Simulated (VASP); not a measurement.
# W (Pmmn) in VASP: single point with r2SCAN

Aim: the single point of W with r2SCAN.

All numbers are computed with VASP 6.6.1; they aren't measurements. Logs are shortened: lines on timing, memory, paths and dates and some standing lists are left out, and cuts for length are marked.

## 1. The cell of the first run

Symmetry: Pmmn, No. 59, orthorhombic system. Conventional cell: a = 2.871 Å, b = 4.060 Å, c = 2.871 Å, α = 90.00°, β = 90.00°, γ = 90.00°. W (site symmetry mm2) has 12 W at 2.82 to 2.92 Å within 3.7 Å.

## 2. Single point, r2SCAN (atoms displaced along a vibrational mode)

Input file POSCAR:

```
W
1.0
    0.0000000000     -2.0300000000     -2.0300000000
    0.0000000000      2.0300000000     -2.0300000000
    4.0600000000      0.0000000000      0.0000000000
W
2
Direct
    0.5174164232      0.5000000000      0.5000000000
   -0.0174164232      0.0000000000      0.0000000000
```

Input file INCAR.step1:

```
SYSTEM = W
ALGO = Normal ; EDIFF = 1E-5
ENCUT = 550 ; GGA = PE
GGA_COMPAT = .FALSE. ; ISMEAR = 0
LASPH = .TRUE. ; LCHARG = .FALSE.
LREAL = .FALSE. ; LWAVE = .TRUE.
NBANDS = 21 ; NELM = 120
PREC = Accurate ; SIGMA = 0.15
```

Input file INCAR.step2:

```
SYSTEM = W
ALGO = Normal ; EDIFF = 1E-6
ENCUT = 550 ; GGA_COMPAT = .FALSE.
ISIF = 2 ; ISMEAR = 0
ISTART = 1 ; LASPH = .TRUE.
LCHARG = .TRUE. ; LELF = .TRUE.
LMIXTAU = .TRUE. ; LREAL = .FALSE.
LVHAR = .TRUE. ; LWAVE = .FALSE.
METAGGA = R2SCAN ; NBANDS = 21
NELM = 120 ; PREC = Accurate
SIGMA = 0.15
```

Input file KPOINTS:

```
k-points
0
G
  16 16 12
  0 0 0
```

Potentials or basis: VASP PAW PBE potentials, release 64 (W_sv).

Command:

```
$ cat potpaw_PBE.64/W_sv/POTCAR > POTCAR
$ cp INCAR.step1 INCAR
$ mpirun -np 1 vasp_std > vasp.out
$ cp INCAR.step2 INCAR
$ mpirun -np 1 vasp_std > vasp.out
```

OUTCAR:

```text
SYSTEM = W
   EDIFF = 1E-6
   ENCUT = 550
   ISIF = 2
   ISMEAR = 0
   ISTART = 1
   LASPH = .TRUE.
   LREAL = .FALSE.
   METAGGA = R2SCAN
   NELM = 120
   PREC = Accurate

 ion  position               nearest neighbor table
   1  0.517  0.500  0.500-   2 2.82   2 2.82   2 2.82   2 2.82   2 2.92   2 2.92   2 2.92   2 2.92

   2  0.983  0.000  0.000-   1 2.82   1 2.82   1 2.82   1 2.82   1 2.92   1 2.92   1 2.92   1 2.92

  LATTYP: Found a simple tetragonal cell.
 ALAT       =     2.8708535316
 C/A-ratio  =     1.4142135624

  Lattice vectors:

 A1 = (   0.0000000000,  -2.0300000000,  -2.0300000000)
 A2 = (   0.0000000000,   2.0300000000,  -2.0300000000)
 A3 = (   4.0600000000,   0.0000000000,   0.0000000000)

Analysis of symmetry for initial positions (statically):
=====================================================================
 Subroutine PRICEL returns:
 Original cell was already a primitive cell.

 Routine SETGRP: Setting up the symmetry group for a
 simple tetragonal supercell.

 Subroutine GETGRP returns: Found  8 space group operations
 (whereof  4 operations were pure point group operations)
 out of a pool of 16 trial point group operations.

The static configuration has the point symmetry C_2v.
 The point group associated with its full space group is D_2h.

Analysis of symmetry for dynamics (positions and initial velocities):
=====================================================================
 Subroutine PRICEL returns:
 Original cell was already a primitive cell.

 Routine SETGRP: Setting up the symmetry group for a
 simple tetragonal supercell.

 Subroutine GETGRP returns: Found  8 space group operations
 (whereof  4 operations were pure point group operations)
 out of a pool of 16 trial point group operations.

The dynamic configuration has the point symmetry C_2v.
 The point group associated with its full space group is D_2h.

 Subroutine INISYM returns: Found  8 space group operations
 (whereof  4 operations are pure point group operations),
 and found     1 'primitive' translations

----------------------------------------------------------------------------------------

                                     Primitive cell

  volume of cell :      33.4617

  direct lattice vectors                    reciprocal lattice vectors
     0.000000000 -2.030000000 -2.030000000     0.000000000 -0.246305419 -0.246305419
     0.000000000  2.030000000 -2.030000000     0.000000000  0.246305419 -0.246305419
     4.060000000  0.000000000  0.000000000     0.246305419  0.000000000  0.000000000

  length of vectors
     2.870853532  2.870853532  4.060000000     0.348328464  0.348328464  0.246305419

  position of ions in fractional coordinates (direct lattice)
     0.517416423  0.500000000  0.500000000
     0.982583577  0.000000000  0.000000000

  ion indices of the primitive-cell ions
   primitive index   ion index
                 1           1
                 2           2

----------------------------------------------------------------------------------------

 KPOINTS: k-points

Automatic generation of k-mesh.
 Grid dimensions read from file:
 generate k-points for:   16   16   12

 Generating k-lattice:

  Cartesian coordinates                     Fractional coordinates (reciprocal lattice)
     0.000000000 -0.015394089 -0.015394089     0.062500000  0.000000000  0.000000000
     0.000000000  0.015394089 -0.015394089     0.000000000  0.062500000  0.000000000
     0.020525452  0.000000000  0.000000000     0.000000000  0.000000000  0.083333333

  Length of vectors
     0.021770529  0.021770529  0.020525452

  Shift w.r.t. Gamma in fractional coordinates (k-lattice)
     0.000000000  0.000000000  0.000000000

 Subroutine IBZKPT returns following result:
 ===========================================

 Found    567 irreducible k-points:

 Following reciprocal coordinates:
            Coordinates               Weight
  0.000000  0.000000  0.000000      1.000000
  0.062500  0.000000  0.000000      2.000000
  0.000000  0.062500  0.000000      2.000000
  0.125000  0.000000  0.000000      2.000000
  0.000000  0.125000  0.000000      2.000000
  0.187500  0.000000  0.000000      2.000000
[... 16 lines left out ...]
  0.250000  0.062500  0.000000      4.000000
 -0.062500  0.250000  0.000000      4.000000
 [... further k-points ...]
   k-points           NKPTS =    567   k-points in BZ     NKDIM =    567   number of bands    NBANDS=     21
   number of dos      NEDOS =    301   number of ions     NIONS =      2
   total plane-waves  NPLWV =  18432
   dimension x,y,z NGX =    24 NGY =   24 NGZ =   32
   dimension x,y,z NGXF=    48 NGYF=   48 NGZF=   64
   ions per type =               2
   NGX,Y,Z   is equivalent  to a cutoff of  13.90, 13.90, 13.10 a.u.
   NGXF,Y,Z  is equivalent  to a cutoff of  27.80, 27.80, 26.21 a.u.
 SYSTEM =  W
   PREC   = accura    normal or accurate (medium, high low for compatibility)
   ISTART =      1    job   : 0-new  1-cont  2-samecut
   ICHARG =      0    charge: 1-file 2-atom 10-const
   ISPIN  =      1    spin polarized calculation?
   LNONCOLLINEAR =      F non collinear calculations
   LSORBIT =      F    spin-orbit coupling
   LASPH  =      T    aspherical Exc in radial PAW
   ENCUT  =  550.0 eV  40.42 Ry    6.36 a.u.   5.49  5.49  7.76*2*pi/ulx,y,z
   NELM   =    120;   NELMIN=  2; NELMDL=  0     # of ELM steps
   EDIFF  = 0.1E-05   stopping-criterion for ELM
   LREAL  =      F    real-space projection
   EDIFFG = 0.1E-04   stopping-criterion for IOM
   NSW    =      0    number of steps for IOM
   IBRION =     -1    ionic relax: 0-MD 1-quasi-New 2-CG
   NFREE  =      0    steps in history (QN), initial steepest desc. (CG)
   ISIF   =      2    stress and relaxation
   ISYM   =      2    0-nonsym 1-usesym 2-fastsym
   POTIM  = 0.5000    time-step for ionic-motion
   TEBEG  =    0.0;   TEEND  =   0.0 temperature during run
   PSTRESS=    0.0 pullay stress
   NELECT =      28.0000    total number of electrons
   NUPDOWN=      -1.0000    fix difference up-down
   EMIN   =  10.00;   EMAX   =-10.00  energy-range for DOS
   EFERMI =   0.00;   METHOD = LEGACY
   ISMEAR =     0;   SIGMA  =   0.15  broadening in eV -4-tet -1-fermi 0-gaus
   EFERMI_NEDOS =   21; number of points for ismear=-14 and -15
   IALGO  =     38    algorithm
   IMIX   =      4    mixing-type and parameters
     AMIX     =   0.40;   BMIX     =  1.00
     AMIX_MAG =   1.60;   BMIX_MAG =  1.00
  volume/ion in A,a.u.               =      16.73       112.91
  Fermi-wavevector in a.u.,A,eV,Ry     =   1.542688  2.915258 32.380324  2.379887
  Thomas-Fermi vector in A             =   2.648457
   LORBIT       =      0    0 simple, 1 ext, 2 COOP (PROOUT), +10 PAW based schemes
   METAGGA = R2SCAN    functional components
   LHFCALC =     F    Hartree Fock is set to
   AEXX    =    0.0000 exact exchange contribution
   IVDW    =     0    specifies the selected vdW correction
   LEPSILON=     F    determine dielectric tensor
   LRPA    =     F    only Hartree local field effects (RPA)
 non-spin polarized calculation
 Gauss-broadening in eV      SIGMA  =   0.15
  energy-cutoff  :      550.00
  volume of cell :       33.46
 maximum number of plane-waves:      1008
 NGX is ok and might be reduce to    24
   NGX = 11   NGY = 11   NGZ = 15

 number of electron      27.9999996 magnetization

 Free energy of the ion-electron system (eV)
  ---------------------------------------------------
  ext. energy  EPLUGINS =         0.00000000
  ---------------------------------------------------
  free energy    TOTEN  =      -101.56833455 eV

  energy without entropy =     -101.54080283  energy(sigma->0) =     -101.55456869

 E-fermi :  10.0914     XC(G=0): -14.6033

 val. band max:       10.0904174240   @ k =   0.4375   0.3750   0.2500
 cond. band min:      10.0916136783   @ k =   0.0625   0.0625   0.2500
 fundamental gap:      0.0011962543
 Fermi energy:        10.0913522531

 k-point     1 :       0.0000    0.0000    0.0000
  band No.  band energies     occupation
      1     -65.5686      2.00000
      2     -65.4193      2.00000
      3     -29.6109      2.00000
      4     -28.9471      2.00000
      5     -28.9404      2.00000
      6     -28.5362      2.00000
[... 13 lines left out ...]
     20      15.9033      0.00000
     21      22.2209      0.00000

 k-point     2 :       0.0625    0.0000    0.0000
  band No.  band energies     occupation
      1     -65.5659      2.00000
      2     -65.4193      2.00000
      3     -29.5991      2.00000
      4     -28.9608      2.00000
      5     -28.9414      2.00000
      6     -28.5652      2.00000
[... 13 lines left out ...]
     20      16.3275      0.00000
     21      21.5537      0.00000

 k-point     3 :       0.0000    0.0625    0.0000
  band No.  band energies     occupation
      1     -65.5658      2.00000
      2     -65.4193      2.00000
      3     -29.5987      2.00000
      4     -28.9675      2.00000
      5     -28.9348      2.00000
      6     -28.5566      2.00000
[... 13 lines left out ...]
     20      16.4657      0.00000
     21      21.4602      0.00000

 k-point     4 :       0.1250    0.0000    0.0000
  band No.  band energies     occupation
      1     -65.5579      2.00000
      2     -65.4193      2.00000
      3     -29.5641      2.00000
      4     -29.0180      2.00000
      5     -28.9245      2.00000
      6     -28.6476      2.00000
[... 13 lines left out ...]
     20      17.5339      0.00000
     21      20.3094      0.00000

 k-point     5 :       0.0000    0.1250    0.0000
  band No.  band energies     occupation
      1     -65.5576      2.00000
      2     -65.4196      2.00000
      3     -29.5625      2.00000
      4     -29.0247      2.00000
      5     -28.9187      2.00000
      6     -28.6386      2.00000
[... 13 lines left out ...]
     20      17.6523      0.00000
     21      20.2260      0.00000
[... 382 lines left out ...]
     20      19.0125      0.00000
     21      19.4192      0.00000

 k-point    22 :      -0.0625    0.1875    0.0000
  band No.  band energies     occupation
      1     -65.5423      2.00000
      2     -65.4202      2.00000
      3     -29.4938      2.00000
      4     -29.1082      2.00000
      5     -28.9102      2.00000
      6     -28.7684      2.00000
[... 13 lines left out ...]
     20      19.1034      0.00000
     21      19.3485      0.00000

 k-point    23 :       0.2500    0.0625    0.0000
  band No.  band energies     occupation
      1     -65.5273      2.00000
      2     -65.4210      2.00000
      3     -29.4247      2.00000
      4     -29.1959      2.00000
      5     -28.9266      2.00000
      6     -28.8761      2.00000
[... 13 lines left out ...]
     20      18.4226      0.00000
     21      20.4593      0.00000

 k-point    24 :      -0.0625    0.2500    0.0000
  band No.  band energies     occupation
      1     -65.5261      2.00000
      2     -65.4222      2.00000
      3     -29.4176      2.00000
      4     -29.2017      2.00000
      5     -28.9348      2.00000
      6     -28.8548      2.00000
[... 13 lines left out ...]
     20      18.3418      0.00000
     21      20.5497      0.00000

 [... further k-points ...]
[... 5 lines left out ...]
  --------------------------------------------------------------------------------------
  -------------------------------------------------------------------------------------
  Total       -1.4404499     -1.6174579     -1.6174579      0.0000000     -0.3483716      0.0000000
  in kB      -68.9700631    -77.4453725    -77.4453725      0.0000000    -16.6803528      0.0000000
  external PRESSURE =     -74.6202694 kB  Pullay stress =       0.0000000 kB

 VOLUME and BASIS-vectors are now :
 -----------------------------------------------------------------------------
  energy-cutoff  :      550.00
  volume of cell :       33.46
      direct lattice vectors                 reciprocal lattice vectors
     0.000000000 -2.030000000 -2.030000000     0.000000000 -0.246305419 -0.246305419
     0.000000000  2.030000000 -2.030000000     0.000000000  0.246305419 -0.246305419
     4.060000000  0.000000000  0.000000000     0.246305419  0.000000000  0.000000000

 POSITION                                       TOTAL-FORCE (eV/Angst)
 -----------------------------------------------------------------------------------
      2.03000     -0.03536     -2.06536         0.000000      0.186817      0.186817
      0.00000     -1.99464     -1.99464         0.000000     -0.186817     -0.186817
 -----------------------------------------------------------------------------------
    total drift:                                0.000000     -0.000000     -0.000000

  FREE ENERGIE OF THE ION-ELECTRON SYSTEM (eV)
  ---------------------------------------------------
  free  energy   TOTEN  =      -101.5683345469 eV

  energy  without entropy=     -101.5408028328  energy(sigma->0) =     -101.55456869
```

It took 5.9 min on 1 thread of Intel Xeon 6975P-C (Granite Rapids), shared host; peak memory 0.42 GiB.

Results:

* Free energy: -101.5683 eV
* Pressure: -7.5 GPa
* Largest force: 0.264 eV/Å
* Band gap on the k mesh: zero (bands 14 and 15 overlap by 3.24 eV)

Forces on the atoms (eV/Å):
```
W    0.000  0.187  0.187
W    0.000 -0.187 -0.187
```

Stress tensor (GPa, compression positive):
```
-6.90  0.00  0.00
 0.00 -7.74 -1.67
 0.00 -1.67 -7.74
```

Caveat: the cell differs from its parent crystal (atoms displaced along a vibrational mode); the cell stands under tension; the PAW data sets were made with another functional, which shifts forces and pressure a little; spin-orbit coupling is left out, which moves the levels of the heavy elements.
